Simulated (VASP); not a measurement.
# MgO (Fm-3m) in VASP: notebook, part 2 of 2

VASP 6.6.1.

### 4 Single point, PBE

INCAR

```
SYSTEM = MgO
PREC = Accurate ; ENCUT = 600
EDIFF = 1E-6 ; ISMEAR = 0
SIGMA = 0.01 ; LREAL = .FALSE.
LASPH = .TRUE. ; NELM = 120
ALGO = Normal ; ISIF = 2
LWAVE = .FALSE. ; LCHARG = .TRUE.
GGA = PE ; LELF = .TRUE.
LVHAR = .TRUE. ; NBANDS = 11
GGA_COMPAT = .FALSE.
```

KPOINTS

```
Automatic mesh
0
G
  9 9 9
  0 0 0
```

POSCAR

```
MgO
1.0
    0.0000000000      2.1085000000      2.1085000000
    2.1085000000      0.0000000000      2.1085000000
    2.1085000000      2.1085000000      0.0000000000
Mg O
1 1
Direct
    0.0000000000      0.0000000000      0.0000000000
    0.5000000000      0.5000000000      0.5000000000
```

Potentials or basis: VASP PAW PBE potentials, release 64 (Mg, O).

Run with:

```bash
$ cat potpaw_PBE.64/Mg/POTCAR potpaw_PBE.64/O/POTCAR > POTCAR
$ mpirun -np 1 vasp_std > vasp.out
```

OUTCAR:

```text
SYSTEM = MgO
   PREC = Accurate
   ENCUT = 600
   EDIFF = 1E-6
   ISMEAR = 0
   LREAL = .FALSE.
   LASPH = .TRUE.
   NELM = 120
   ISIF = 2
   GGA = PE

 ion  position               nearest neighbor table
   1  0.000  0.000  0.000-   2 2.11   2 2.11   2 2.11   2 2.11   2 2.11   2 2.11
   2  0.500  0.500  0.500-   1 2.11   1 2.11   1 2.11   1 2.11   1 2.11   1 2.11

  LATTYP: Found a face centered cubic cell.
 ALAT       =     4.2170000000

  Lattice vectors:

 A1 = (   0.0000000000,   2.1085000000,   2.1085000000)
 A2 = (   2.1085000000,   0.0000000000,   2.1085000000)
 A3 = (   2.1085000000,   2.1085000000,   0.0000000000)

Analysis of symmetry for initial positions (statically):
=====================================================================
 Subroutine PRICEL returns:
 Original cell was already a primitive cell.

 Routine SETGRP: Setting up the symmetry group for a
 face centered cubic supercell.

 Subroutine GETGRP returns: Found 48 space group operations
 (whereof 48 operations were pure point group operations)
 out of a pool of 48 trial point group operations.

The static configuration has the point symmetry O_h .

Analysis of symmetry for dynamics (positions and initial velocities):
=====================================================================
 Subroutine PRICEL returns:
 Original cell was already a primitive cell.

 Routine SETGRP: Setting up the symmetry group for a
 face centered cubic supercell.

 Subroutine GETGRP returns: Found 48 space group operations
 (whereof 48 operations were pure point group operations)
 out of a pool of 48 trial point group operations.

The dynamic configuration has the point symmetry O_h .

 Subroutine INISYM returns: Found 48 space group operations
 (whereof 48 operations are pure point group operations),
 and found     1 'primitive' translations

----------------------------------------------------------------------------------------

                                     Primitive cell

  volume of cell :      18.7478

  direct lattice vectors                    reciprocal lattice vectors
     0.000000000  2.108500000  2.108500000    -0.237135404  0.237135404  0.237135404
     2.108500000  0.000000000  2.108500000     0.237135404 -0.237135404  0.237135404
     2.108500000  2.108500000  0.000000000     0.237135404  0.237135404 -0.237135404

  length of vectors
     2.981869296  2.981869296  2.981869296     0.410730569  0.410730569  0.410730569

  position of ions in fractional coordinates (direct lattice)
     0.000000000  0.000000000  0.000000000
     0.500000000  0.500000000  0.500000000

  ion indices of the primitive-cell ions
   primitive index   ion index
                 1           1
                 2           2

----------------------------------------------------------------------------------------

 KPOINTS: Automatic mesh

Automatic generation of k-mesh.
 Grid dimensions read from file:
 generate k-points for:    9    9    9

 Generating k-lattice:

  Cartesian coordinates                     Fractional coordinates (reciprocal lattice)
    -0.026348378  0.026348378  0.026348378     0.111111111  0.000000000  0.000000000
     0.026348378 -0.026348378  0.026348378     0.000000000  0.111111111  0.000000000
     0.026348378  0.026348378 -0.026348378     0.000000000  0.000000000  0.111111111

  Length of vectors
     0.045636730  0.045636730  0.045636730

  Shift w.r.t. Gamma in fractional coordinates (k-lattice)
     0.000000000  0.000000000  0.000000000

 Subroutine IBZKPT returns following result:
 ===========================================

 Found     35 irreducible k-points:

 Following reciprocal coordinates:
            Coordinates               Weight
  0.000000  0.000000  0.000000      1.000000
  0.111111  0.000000  0.000000      8.000000
  0.222222  0.000000  0.000000      8.000000
  0.333333  0.000000  0.000000      8.000000
  0.444444  0.000000  0.000000      8.000000
  0.111111  0.111111  0.000000      6.000000
[... 16 lines left out ...]
 -0.333333  0.333333  0.000000     12.000000
  0.444444  0.444444  0.000000      6.000000
 [... further k-points ...]
   k-points           NKPTS =     35   k-points in BZ     NKDIM =     35   number of bands    NBANDS=     11
   number of dos      NEDOS =    301   number of ions     NIONS =      2
   total plane-waves  NPLWV =  13824
   dimension x,y,z NGX =    24 NGY =   24 NGZ =   24
   dimension x,y,z NGXF=    48 NGYF=   48 NGZF=   48
   ions per type =               1   1
   NGX,Y,Z   is equivalent  to a cutoff of  13.38, 13.38, 13.38 a.u.
   NGXF,Y,Z  is equivalent  to a cutoff of  26.76, 26.76, 26.76 a.u.
 SYSTEM =  MgO
   PREC   = accura    normal or accurate (medium, high low for compatibility)
   ISTART =      0    job   : 0-new  1-cont  2-samecut
   ICHARG =      2    charge: 1-file 2-atom 10-const
   ISPIN  =      1    spin polarized calculation?
   LNONCOLLINEAR =      F non collinear calculations
   LSORBIT =      F    spin-orbit coupling
   LASPH  =      T    aspherical Exc in radial PAW
   ENCUT  =  600.0 eV  44.10 Ry    6.64 a.u.   5.96  5.96  5.96*2*pi/ulx,y,z
   NELM   =    120;   NELMIN=  2; NELMDL= -5     # of ELM steps
   EDIFF  = 0.1E-05   stopping-criterion for ELM
   LREAL  =      F    real-space projection
[... 7 lines left out ...]
   TEBEG  =    0.0;   TEEND  =   0.0 temperature during run
   PSTRESS=    0.0 pullay stress
   NELECT =       8.0000    total number of electrons
   NUPDOWN=      -1.0000    fix difference up-down
   EMIN   =  10.00;   EMAX   =-10.00  energy-range for DOS
   EFERMI =   0.00;   METHOD = LEGACY
   ISMEAR =     0;   SIGMA  =   0.01  broadening in eV -4-tet -1-fermi 0-gaus
   EFERMI_NEDOS =   21; number of points for ismear=-14 and -15
   IALGO  =     38    algorithm
   IMIX   =      4    mixing-type and parameters
     AMIX     =   0.40;   BMIX     =  1.00
     AMIX_MAG =   1.60;   BMIX_MAG =  1.00
  volume/ion in A,a.u.               =       9.37        63.26
  Fermi-wavevector in a.u.,A,eV,Ry     =   1.232503  2.329092 20.668107  1.519063
  Thomas-Fermi vector in A             =   2.367270
   LORBIT       =      0    0 simple, 1 ext, 2 COOP (PROOUT), +10 PAW based schemes
   GGA     = PE    functional components
   LHFCALC =     F    Hartree Fock is set to
   AEXX    =    0.0000 exact exchange contribution
   IVDW    =     0    specifies the selected vdW correction
   LEPSILON=     F    determine dielectric tensor
   LRPA    =     F    only Hartree local field effects (RPA)
 non-spin polarized calculation
 Gauss-broadening in eV      SIGMA  =   0.01
  energy-cutoff  :      600.00
  volume of cell :       18.75
 maximum number of plane-waves:       637
   NGX = 11   NGY = 11   NGZ = 11

 number of electron       8.0000005 magnetization

 Free energy of the ion-electron system (eV)
  ---------------------------------------------------
  ext. energy  EPLUGINS =         0.00000000
  ---------------------------------------------------
  free energy    TOTEN  =       -11.91047382 eV

  energy without entropy =      -11.91047382  energy(sigma->0) =      -11.91047382

 E-fermi :   3.2857     XC(G=0): -11.0616

 val. band max:        3.1586800449   @ k =   0.0000   0.0000   0.0000
 cond. band min:       7.8522399957   @ k =   0.0000   0.0000   0.0000
 fundamental gap:      4.6935599508
 Fermi energy:         3.2856533183

 k-point     1 :       0.0000    0.0000    0.0000
  band No.  band energies     occupation
      1     -14.0858      2.00000
      2       3.1587      2.00000
      3       3.1587      2.00000
      4       3.1587      2.00000
      5       7.8522      0.00000
      6      18.9410      0.00000
      7      18.9410      0.00000
      8      18.9410      0.00000
      9      22.8472      0.00000
     10      24.6187      0.00000
     11      24.6187      0.00000
[... 309 lines left out ...]
 k-point    24 :       0.4444    0.4444    0.0000
  band No.  band energies     occupation
      1     -12.6029      2.00000
      2      -0.8400      2.00000
      3       1.8496      2.00000
      4       1.8496      2.00000
      5      12.3781      0.00000
      6      13.0708      0.00000
      7      16.2334      0.00000
      8      21.9872      0.00000
      9      21.9872      0.00000
     10      28.6298      0.00000
     11      29.6085      0.00000

 [... further k-points ...]

------------------------ aborting loop because EDIFF is reached ----------------------------------------

  FORCE on cell =-STRESS in cart. coord.  units (eV):
  Direction    XX          YY          ZZ          XY          YZ          ZX
  --------------------------------------------------------------------------------------
  -------------------------------------------------------------------------------------
  Total        0.3640312      0.3640312      0.3640312     -0.0000000      0.0000000      0.0000000
  in kB       31.1098832     31.1098832     31.1098832     -0.0000000      0.0000000      0.0000000
  external PRESSURE =      31.1098832 kB  Pullay stress =       0.0000000 kB

 VOLUME and BASIS-vectors are now :
 -----------------------------------------------------------------------------
  energy-cutoff  :      600.00
  volume of cell :       18.75
      direct lattice vectors                 reciprocal lattice vectors
     0.000000000  2.108500000  2.108500000    -0.237135404  0.237135404  0.237135404
     2.108500000  0.000000000  2.108500000     0.237135404 -0.237135404  0.237135404
     2.108500000  2.108500000  0.000000000     0.237135404  0.237135404 -0.237135404

 POSITION                                       TOTAL-FORCE (eV/Angst)
 -----------------------------------------------------------------------------------
      0.00000      0.00000      0.00000        -0.000000     -0.000000      0.000000
      2.10850      2.10850      2.10850         0.000000      0.000000     -0.000000
 -----------------------------------------------------------------------------------
    total drift:                               -0.000000     -0.000000      0.000000

  FREE ENERGIE OF THE ION-ELECTRON SYSTEM (eV)
  ---------------------------------------------------
  free  energy   TOTEN  =       -11.9104738248 eV

  energy  without entropy=      -11.9104738248  energy(sigma->0) =      -11.91047382
```

stdout:

```text
POSCAR found type information on POSCAR MgO
 POSCAR found :  2 types and       2 ions
 scaLAPACK will be used
 LDA part: xc-table for (Slater+PW92), standard interpolation
 POSCAR, INCAR and KPOINTS ok, starting setup
 FFT: planning ... GRIDC
 FFT: planning ... GRID_SOFT
 FFT: planning ... GRID
 WAVECAR not read
 entering main loop
```

Run time: 3.7 s. Hardware: 1 thread of Intel Xeon 6975P-C (Granite Rapids), shared host; peak memory 0.14 GiB.

Results:

- Free energy: -11.9105 eV
- Pressure: 3.1 GPa
- Band gap on the k mesh: 4.69 eV

Levels at points of the mesh, in eV from the valence-band top:
```csv
k point,band 1,band 2,band 3,band 4,band 5,band 6,band 7,band 8,band 9
"(0.00, 0.00, 0.00)",-17.24,0.00,0.00,0.00,4.69,15.78,15.78,15.78,19.69
```

Caveat: the cell stands under pressure.

### 5 Single point, PBE

INCAR

```
  PREC = Accurate
  ENCUT = 600
  EDIFF = 1E-6
  ISMEAR = 0
  SIGMA = 0.01
  LREAL = False
  LASPH = True
  NELM = 120
  ALGO = Normal
  ISIF = 2
  LWAVE = False
  LCHARG = False
  GGA = PE
  NBANDS = 11
  GGA_COMPAT = False
```

KPOINTS

```
regular mesh
0
Gamma
  11 11 11
```

POSCAR is that of step 4.

Run with:

```bash
$ cat potpaw_PBE.64/Mg/POTCAR potpaw_PBE.64/O/POTCAR > POTCAR
$ mpirun -np 1 vasp_std > vasp.out
```

It took 4.6 s on 1 thread of Intel Xeon 6975P-C (Granite Rapids), shared host; peak memory 0.14 GiB.

The run converged. Its results:

```yaml
Free_energy: -11.9105 eV
Pressure: 3.1 GPa
Band_gap_on_the_k_mesh: 4.69 eV
```

Levels at points of the mesh, in eV from the valence-band top:
```csv
k point,band 1,band 2,band 3,band 4,band 5,band 6,band 7,band 8,band 9
"(0.00, 0.00, 0.00)",-17.24,0.00,0.00,0.00,4.69,15.78,15.78,15.78,19.69
```

Caveat: the cell stands under pressure. PBE gaps usually lie below the measured ones, often by a third to a half.

### 6 Summary

| k mesh | gap on the mesh (eV) | pressure (GPa) |
| --- | --- | --- |
| 3 × 3 × 3 | 4.65 | 3.6 |
| 4 × 4 × 4 | 4.69 | 3.1 |
| 9 × 9 × 9 | 4.69 | 3.1 |
| 11 × 11 × 11 | 4.69 | 3.1 |

Alike in all rows: task single point; level PBE; potentials or basis VASP PAW PBE potentials, release 64 (Mg, O); no spin polarisation; cell as given; cutoff (eV) 600; smearing gaussian 0.01 eV.

Caveats: some runs use coarse meshes; the cell stands under pressure (at least some runs).

Total energies depend on the potentials used, so only differences within one code and one set of settings carry meaning.
